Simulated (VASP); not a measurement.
A run of VASP 6.6.1 is set up as follows.

INCAR

```
PREC = Accurate
ENCUT = 520
EDIFF = 1E-7
ISMEAR = -1
SIGMA = 0.05
LREAL = False
LASPH = True
NELM = 80
ALGO = Normal
ISIF = 2
LWAVE = False
LCHARG = False
GGA = B5
ALDAX = 1.0
AGGAX = 1.0
AGGAC = 1.0
ALDAC = 0.0
IVDW = 12
VDW_S6 = 1.0
VDW_S8 = 2.6996
VDW_A1 = 0.4298
VDW_A2 = 4.2359
NBANDS = 17
```

KPOINTS

```
Automatic mesh
0
Gamma
  8 8 7
```

The input POSCAR:

```
PbS
1.0
    4.0322860641      0.0000000000      0.0000000000
   -2.0161430320      3.4920621668      0.0000000000
    0.0000000000      0.0000000000      3.7962803959
Pb S
1 1
Direct
    0.0000000000      0.0000000000      0.0000000000
    0.6666666667      0.3333333333      0.5000000000
```

Potentials or basis: VASP PAW PBE potentials, release 64 (Pb_d, S).

Launch:

```bash
$ cat potpaw_PBE.64/Pb_d/POTCAR potpaw_PBE.64/S/POTCAR > POTCAR
$ mpirun -np 1 vasp_std > vasp.out
```

Q: Predict the band gap on the k mesh.

A: 0.15 eV, indirect (least direct gap 1.74 eV).

Q: What does it give for the dispersion energy per atom?

A: -0.783 eV.

Q: What does it give for the pressure?

A: 0.0 GPa.

Caveat: the PAW data sets were made with another functional, which shifts forces and pressure a little; spin-orbit coupling is left out, which moves the levels of the heavy elements. A k mesh can miss the band edges.
